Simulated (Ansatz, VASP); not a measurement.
## MgBeS3: VASP beside Ansatz

INCAR

```
PREC     = Accurate       # precision mode
ENCUT    = 600            # plane-wave cutoff, eV
EDIFF    = 1E-7           # SCF threshold, eV
ISMEAR   = 0              # smearing method
SIGMA    = 0.1            # smearing width, eV
LREAL    = F              # projectors in reciprocal space
LASPH    = T              # aspherical terms in the spheres
NELM     = 60             # most SCF steps
ALGO     = Normal         # electronic algorithm
ISIF     = 3              # what is computed and relaxed
LWAVE    = F              # write WAVECAR
LCHARG   = F              # write CHGCAR
GGA      = PE             # functional
IBRION   = 2              # ionic algorithm
NSW      = 100            # ionic steps
EDIFFG   = -0.01          # ionic threshold
```

Contents of KPOINTS:

```
regular mesh
0
Gamma
  8 8 8
```

Contents of POSCAR:

```
MgBeS3
1.0
    4.7436757370      0.0000000000      0.0000000000
    0.0000000000      4.7436757370      0.0000000000
    0.0000000000      0.0000000000      4.7436757370
Mg Be S
1 1 3
Direct
    0.5000000000      0.5000000000      0.5000000000
    0.0000000000      0.0000000000      0.0000000000
    0.0000000000      0.5000000000      0.5000000000
    0.5000000000      0.5000000000      0.0000000000
    0.5000000000      0.0000000000      0.5000000000
```

Input for Ansatz:

```yaml
crystal:
  lattice:
    - [4.743675737, 0.0, 0.0]
    - [0.0, 4.743675737, 0.0]
    - [0.0, 0.0, 4.743675737]
  atoms:
    - { symbol: Mg, position: [0.5, 0.5, 0.5] }
    - { symbol: Be, position: [0.0, 0.0, 0.0] }
    - { symbol: S, position: [0.0, 0.5, 0.5] }
    - { symbol: S, position: [0.5, 0.5, 0.0] }
    - { symbol: S, position: [0.5, 0.0, 0.5] }
basis:
  ecutwfc: 420
kpoints:
  mp_grid: { grid: [8, 8, 8] }
hamiltonian:
  xc: pbe
scf:
  occupations: { method: gaussian, width: 0.1 }
output:
  forces: true
  stress: true
  eigenvalues: true
  write_density: true
  write_potential: true
  elf: true
  volumetric_format: npy
relax:
  adjacent_minimum: "off"
  f_tol: 0.01
  max_steps: 80
  cell: { stress_tol: 0.05 }
```

Change from the starting cell: species swapped into the CsYbBr3 type (Pm-3m, No. 221).

Alike in both runs: task relaxation of cell and atoms; functional PBE; k mesh 8 × 8 × 8; occupations gaussian, width 0.1 eV; no spin polarisation.

```csv
,VASP,Ansatz
version,VASP 6.6.1,Ansatz 0.2.0
potentials or method,"VASP PAW PBE potentials, release 64 (Mg, Be, S), cutoff 600 eV","scalar-relativistic, plane waves, PAW"
valence electrons in the cell,22,30
```

|  | VASP | Ansatz | Ansatz less VASP |
| --- | --- | --- | --- |
| gap on the k mesh at the Fermi level, each at its own relaxed structure (eV) | none | none | - |
| relaxed volume (Å³/atom) | 21.35 | 21.35 | 0.000 |
| relaxed cell length with the largest relative difference (Å) | 4.744 | 4.744 | 0.0000 |

A gap of «none» marks a metal or a gap that the smearing closes. VASP's potentials hold 22 valence electrons a cell and Ansatz's 30, so a difference there can come from the potentials and not from the codes.

Noted on VASP's run: the relaxation stopped at its first step, so nothing moved.
